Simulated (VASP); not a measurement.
# AlN (I-4m2) in VASP: single point with HSE06

Aim: the single point of AlN with HSE06.

Program: VASP 6.6.1. These are calculated values, not measurements. Logs are shortened: lines on timing, memory, paths and dates and some standing lists are left out, and cuts for length are marked.

### Step 1. The cell of the first run

The structure is tetragonal, space group I-4m2 (No. 119). Conventional cell: a = 2.990 Å, b = 2.990 Å, c = 4.507 Å, α = 90.00°, β = 90.00°, γ = 90.00°. Al (site symmetry -4m2) has 4 N at 1.87 Å within 2.5 Å. Within 2.5 Å of N (site symmetry -4m2) lie 4 Al at 1.87 Å.

### Step 2. Single point, HSE06 (epitaxial xy strain -3.2%)

The input, POSCAR:

```
AlN
1.0
    0.0000000000      2.1140864169      2.2536672846
    2.1140864169      0.0000000000      2.2536672846
    2.1140864169      2.1140864169      0.0000000000
Al N
1 1
Direct
    0.0000000000      0.0000000000      0.0000000000
    0.2500000000      0.2500000000      0.2500000000
```

The input, INCAR.step1:

```
SYSTEM = AlN
PREC     = Accurate       ! precision mode
ENCUT    = 520            ! plane-wave cutoff, eV
EDIFF    = 1E-5           ! SCF threshold, eV
ISMEAR   = 0              ! smearing method
SIGMA    = 0.01           ! smearing width, eV
LREAL    = .FALSE.        ! projectors in reciprocal space
LASPH    = .TRUE.         ! aspherical terms in the spheres
NELM     = 100            ! most SCF steps
ALGO     = Normal         ! electronic algorithm
ISIF     = 2              ! what is computed and relaxed
LWAVE    = .TRUE.         ! write WAVECAR
NBANDS   = 11             ! bands
GGA      = PE             ! functional
```

The input, INCAR.step2:

```
SYSTEM = AlN
PREC     = Accurate       ! precision mode
ENCUT    = 520            ! plane-wave cutoff, eV
EDIFF    = 1E-7           ! SCF threshold, eV
ISMEAR   = 0              ! smearing method
SIGMA    = 0.01           ! smearing width, eV
LREAL    = .FALSE.        ! projectors in reciprocal space
LASPH    = .TRUE.         ! aspherical terms in the spheres
NELM     = 100            ! most SCF steps
ALGO     = Normal         ! electronic algorithm
ISIF     = 2              ! what is computed and relaxed
LWAVE    = .FALSE.        ! write WAVECAR
LCHARG   = .TRUE.         ! write CHGCAR
GGA      = PE             ! functional
LHFCALC  = .TRUE.         ! exact exchange
HFSCREEN = 0.2079         ! screening, 1/A
PRECFOCK = Normal       
LELF     = .TRUE.         ! ELF
LVHAR    = .TRUE.       
NBANDS   = 11             ! bands
ISTART   = 1
```

The input, KPOINTS:

```
regular mesh
0
G
  8 8 8
  0 0 0
```

Potentials or basis: VASP PAW PBE potentials, release 64 (Al, N).

Run with:

```
$ cat potpaw_PBE.64/Al/POTCAR potpaw_PBE.64/N/POTCAR > POTCAR
$ cp INCAR.step1 INCAR
$ mpirun -np 1 vasp_std > vasp.out
$ cp INCAR.step2 INCAR
$ mpirun -np 1 vasp_std > vasp.out
```

OUTCAR:

```text
SYSTEM = AlN
   PREC = Accurate
   ENCUT = 520
   EDIFF = 1E-7
   ISMEAR = 0
   LREAL = .FALSE.
   LASPH = .TRUE.
   NELM = 100
   ISIF = 2
   GGA = PE
   LHFCALC = .TRUE.
   HFSCREEN = 0.2079
   PRECFOCK = Normal
   ISTART = 1

 ion  position               nearest neighbor table
   1  0.000  0.000  0.000-   2 1.87   2 1.87   2 1.87   2 1.87
   2  0.250  0.250  0.250-   1 1.87   1 1.87   1 1.87   1 1.87

  LATTYP: Found a body centered tetragonal cell.
 ALAT       =     2.9897696828
 C/A-ratio  =     1.5075858837

  Lattice vectors:

 A1 = (  -2.1140864169,   0.0000000000,   2.2536672846)
 A2 = (   2.1140864169,   0.0000000000,   2.2536672846)
 A3 = (   0.0000000000,   2.1140864169,  -2.2536672846)

Analysis of symmetry for initial positions (statically):
=====================================================================
 Subroutine PRICEL returns:
 Original cell was already a primitive cell.

 Routine SETGRP: Setting up the symmetry group for a
 body centered tetragonal supercell.

 Subroutine GETGRP returns: Found  8 space group operations
 (whereof  8 operations were pure point group operations)
 out of a pool of 16 trial point group operations.

The static configuration has the point symmetry D_2d.

Analysis of symmetry for dynamics (positions and initial velocities):
=====================================================================
 Subroutine PRICEL returns:
 Original cell was already a primitive cell.

 Routine SETGRP: Setting up the symmetry group for a
 body centered tetragonal supercell.

 Subroutine GETGRP returns: Found  8 space group operations
 (whereof  8 operations were pure point group operations)
 out of a pool of 16 trial point group operations.

The dynamic configuration has the point symmetry D_2d.

 Subroutine INISYM returns: Found  8 space group operations
 (whereof  8 operations are pure point group operations),
 and found     1 'primitive' translations

----------------------------------------------------------------------------------------

                                     Primitive cell

  volume of cell :      20.1449

  direct lattice vectors                    reciprocal lattice vectors
     0.000000000  2.114086417  2.253667285    -0.236508780  0.236508780  0.221860611
     2.114086417  0.000000000  2.253667285     0.236508780 -0.236508780  0.221860611
     2.114086417  2.114086417  0.000000000     0.236508780  0.236508780 -0.221860611

  length of vectors
     3.090044920  3.090044920  2.989769683     0.401366338  0.401366338  0.401366338

  position of ions in fractional coordinates (direct lattice)
     0.000000000  0.000000000  0.000000000
     0.250000000  0.250000000  0.250000000

  ion indices of the primitive-cell ions
   primitive index   ion index
                 1           1
                 2           2

----------------------------------------------------------------------------------------

 KPOINTS: regular mesh

Automatic generation of k-mesh.
 Grid dimensions read from file:
 generate k-points for:    8    8    8

 Generating k-lattice:

  Cartesian coordinates                     Fractional coordinates (reciprocal lattice)
    -0.029563598  0.029563598  0.027732576     0.125000000  0.000000000  0.000000000
     0.029563598 -0.029563598  0.027732576     0.000000000  0.125000000  0.000000000
     0.029563598  0.029563598 -0.027732576     0.000000000  0.000000000  0.125000000

  Length of vectors
     0.050170792  0.050170792  0.050170792

  Shift w.r.t. Gamma in fractional coordinates (k-lattice)
     0.000000000  0.000000000  0.000000000

 Subroutine IBZKPT returns following result:
 ===========================================

 Found     59 irreducible k-points:

 Following reciprocal coordinates:
            Coordinates               Weight
  0.000000  0.000000  0.000000      1.000000
  0.125000 -0.000000  0.000000      8.000000
  0.250000 -0.000000  0.000000      8.000000
  0.375000 -0.000000  0.000000      8.000000
  0.500000 -0.000000  0.000000      4.000000
  0.125000  0.125000  0.000000      2.000000
[... 16 lines left out ...]
  0.250000 -0.000000  0.125000     16.000000
  0.375000 -0.000000  0.125000     16.000000
 [... further k-points ...]
   k-points           NKPTS =     59   k-points in BZ     NKDIM =    512   number of bands    NBANDS=     11
   number of dos      NEDOS =    301   number of ions     NIONS =      2
   total plane-waves  NPLWV =  13824
   dimension x,y,z NGX =    24 NGY =   24 NGZ =   24
   dimension x,y,z NGXF=    48 NGYF=   48 NGZF=   48
   ions per type =               1   1
   NGX,Y,Z   is equivalent  to a cutoff of  12.91, 12.91, 13.35 a.u.
   NGXF,Y,Z  is equivalent  to a cutoff of  25.82, 25.82, 26.69 a.u.
 SYSTEM =  AlN
   PREC   = accura    normal or accurate (medium, high low for compatibility)
   ISTART =      1    job   : 0-new  1-cont  2-samecut
   ICHARG =      0    charge: 1-file 2-atom 10-const
   ISPIN  =      1    spin polarized calculation?
   LNONCOLLINEAR =      F non collinear calculations
   LSORBIT =      F    spin-orbit coupling
   LASPH  =      T    aspherical Exc in radial PAW
   ENCUT  =  520.0 eV  38.22 Ry    6.18 a.u.   5.75  5.75  5.56*2*pi/ulx,y,z
   NELM   =    100;   NELMIN=  2; NELMDL=  0     # of ELM steps
   EDIFF  = 0.1E-06   stopping-criterion for ELM
   LREAL  =      F    real-space projection
   EDIFFG = 0.1E-05   stopping-criterion for IOM
   NSW    =      0    number of steps for IOM
   IBRION =     -1    ionic relax: 0-MD 1-quasi-New 2-CG
   NFREE  =      0    steps in history (QN), initial steepest desc. (CG)
   ISIF   =      2    stress and relaxation
   ISYM   =      3    0-nonsym 1-usesym 2-fastsym
   POTIM  = 0.5000    time-step for ionic-motion
   TEBEG  =    0.0;   TEEND  =   0.0 temperature during run
   PSTRESS=    0.0 pullay stress
   NELECT =       8.0000    total number of electrons
   NUPDOWN=      -1.0000    fix difference up-down
   EMIN   =  10.00;   EMAX   =-10.00  energy-range for DOS
   EFERMI =   0.00;   METHOD = LEGACY
   ISMEAR =     0;   SIGMA  =   0.01  broadening in eV -4-tet -1-fermi 0-gaus
   EFERMI_NEDOS =   21; number of points for ismear=-14 and -15
   IALGO  =     38    algorithm
   IMIX   =      1    mixing-type and parameters
     AMIX     =   0.40;   BMIX     =  1.00
     AMIX_MAG =   1.60;   BMIX_MAG =  1.00
  volume/ion in A,a.u.               =      10.07        67.97
  Fermi-wavevector in a.u.,A,eV,Ry     =   1.203325  2.273955 19.701126  1.447992
  Thomas-Fermi vector in A             =   2.339082
   LORBIT       =      0    0 simple, 1 ext, 2 COOP (PROOUT), +10 PAW based schemes
   GGA     = PE    functional components
   LHFCALC =     T    Hartree Fock is set to
   PRECFOCK=normal    Normal, Fast or Accurate (Low or Medium for compatibility)
   ENCUT4O =  -1.0   cutoff for four orbital integrals eV
   NKREDX  =     1    reduce k-point grid by
   NKREDY  =     1    reduce k-point grid by
   NKREDZ  =     1    reduce k-point grid by
   AEXX    =    0.2500 exact exchange contribution
   HFSCREEN=    0.2079 screening length (either q_TF or 0.3 A-1)
   HFSCREENC=   0.2079 screening length for correlation (either q_TF or 0.3 A-1)
   ENCUTFOCK=  -1.0 apply spherical cutoff to Coloumb kernel
   IVDW    =     0    specifies the selected vdW correction
   LEPSILON=     F    determine dielectric tensor
   LRPA    =     F    only Hartree local field effects (RPA)
 non-spin polarized calculation
 Gauss-broadening in eV      SIGMA  =   0.01
  energy-cutoff  :      520.00
  volume of cell :       20.14
 maximum number of plane-waves:       556
  NGX = 18; NGY = 18; NGZ = 18

 number of electron       7.9999999 magnetization

 Free energy of the ion-electron system (eV)
  ---------------------------------------------------
  ext. energy  EPLUGINS =         0.00000000
  ---------------------------------------------------
  free energy    TOTEN  =       -17.35459977 eV

  energy without entropy =      -17.35459977  energy(sigma->0) =      -17.35459977

 E-fermi :   5.5995     XC(G=0):  -9.1313

 val. band max:        5.5029394941   @ k =  -0.1250   0.1250   0.0000
 cond. band min:       9.8676528080   @ k =   0.5000   0.0000   0.5000
 fundamental gap:      4.3647133139
 Fermi energy:         5.5994675256

 k-point     1 :       0.0000    0.0000    0.0000
  band No.  band energies     occupation
      1     -11.3186      2.00000
      2       5.1665      2.00000
      3       5.4792      2.00000
      4       5.4792      2.00000
      5      11.2274      0.00000
      6      19.9597      0.00000
      7      19.9597      0.00000
      8      20.0087      0.00000
      9      23.9167      0.00000
     10      25.1224      0.00000
     11      26.3846      0.00000

 k-point     2 :       0.1250   -0.0000    0.0000
  band No.  band energies     occupation
      1     -11.0644      2.00000
      2       4.1148      2.00000
      3       5.1566      2.00000
      4       5.4228      2.00000
      5      12.1982      0.00000
      6      19.2300      0.00000
      7      20.1562      0.00000
      8      20.2461      0.00000
      9      22.6698      0.00000
     10      24.3724      0.00000
     11      25.8616      0.00000

 k-point     3 :       0.2500   -0.0000    0.0000
  band No.  band energies     occupation
      1     -10.3661      2.00000
      2       1.8043      2.00000
      3       4.8694      2.00000
      4       5.2960      2.00000
      5      13.5962      0.00000
      6      18.0129      0.00000
      7      19.4942      0.00000
      8      20.1881      0.00000
      9      23.5086      0.00000
     10      23.9271      0.00000
     11      25.1333      0.00000
[... 267 lines left out ...]
 k-point    23 :       0.2500   -0.0000    0.1250
  band No.  band energies     occupation
      1     -10.4042      2.00000
      2       2.4856      2.00000
      3       4.5505      2.00000
      4       4.8969      2.00000
      5      13.5133      0.00000
      6      18.1400      0.00000
      7      19.3947      0.00000
      8      20.3085      0.00000
      9      21.9557      0.00000
     10      25.0868      0.00000
     11      27.2744      0.00000

 k-point    24 :       0.3750   -0.0000    0.1250
  band No.  band energies     occupation
      1      -9.5631      2.00000
      2       0.4564      2.00000
      3       4.2824      2.00000
      4       4.6873      2.00000
      5      14.1617      0.00000
      6      17.0855      0.00000
      7      19.0384      0.00000
      8      19.7503      0.00000
      9      23.2506      0.00000
     10      26.5436      0.00000
     11      27.7827      0.00000

 [... further k-points ...]

------------------------ aborting loop because EDIFF is reached ----------------------------------------

  FORCE on cell =-STRESS in cart. coord.  units (eV):
  Direction    XX          YY          ZZ          XY          YZ          ZX
  --------------------------------------------------------------------------------------
  -------------------------------------------------------------------------------------
  Total        1.3041591      1.3041591     -0.0854925      0.0000000      0.0000000      0.0000000
  in kB      103.7231983    103.7231983     -6.7994399      0.0000000      0.0000000      0.0000000
  external PRESSURE =      66.8823189 kB  Pullay stress =       0.0000000 kB

 VOLUME and BASIS-vectors are now :
 -----------------------------------------------------------------------------
  energy-cutoff  :      520.00
  volume of cell :       20.14
      direct lattice vectors                 reciprocal lattice vectors
     0.000000000  2.114086417  2.253667285    -0.236508780  0.236508780  0.221860611
     2.114086417  0.000000000  2.253667285     0.236508780 -0.236508780  0.221860611
     2.114086417  2.114086417  0.000000000     0.236508780  0.236508780 -0.221860611

 POSITION                                       TOTAL-FORCE (eV/Angst)
 -----------------------------------------------------------------------------------
      0.00000      0.00000      0.00000         0.000000      0.000000      0.000000
      1.05704      1.05704      1.12683        -0.000000     -0.000000     -0.000000
 -----------------------------------------------------------------------------------
    total drift:                               -0.000000     -0.000000      0.000000

  FREE ENERGIE OF THE ION-ELECTRON SYSTEM (eV)
  ---------------------------------------------------
  free  energy   TOTEN  =       -17.3545997720 eV

  energy  without entropy=      -17.3545997720  energy(sigma->0) =      -17.35459977
```

Run time: 44 min. Hardware: 1 thread of AMD EPYC 7R13 (Zen 3), shared host; peak memory 0.23 GiB.

Results:

```
Free energy            : -17.3546 eV
Pressure               : 6.7 GPa
Band gap on the k mesh : 4.36 eV (least direct gap 5.75 eV)
```

Stress tensor (GPa, compression positive):
```
10.37  0.00  0.00
 0.00 10.37  0.00
 0.00  0.00 -0.68
```

Levels at points of the mesh, in eV from the valence-band top:
| k point | band 2 | band 3 | band 4 | band 5 | band 6 | band 7 |
| --- | --- | --- | --- | --- | --- | --- |
| (0.00, 0.00, 0.00) | -0.34 | -0.02 | -0.02 | 5.72 | 14.46 | 14.46 |
| (0.50, 0.00, 0.00) | -6.64 | -0.99 | -0.37 | 8.85 | 11.75 | 12.51 |
| (0.50, 0.50, 0.00) | -6.02 | -1.73 | -1.73 | 4.70 | 10.83 | 15.64 |
| (0.50, 0.00, 0.50) | -5.36 | -2.31 | -2.30 | 4.36 | 9.82 | 16.81 |

Caveat: the cell differs from its parent crystal (epitaxial xy strain -3.2%); the cell stands under pressure; the PAW data sets were made with another functional, which shifts forces and pressure a little. A k mesh can miss the band edges.
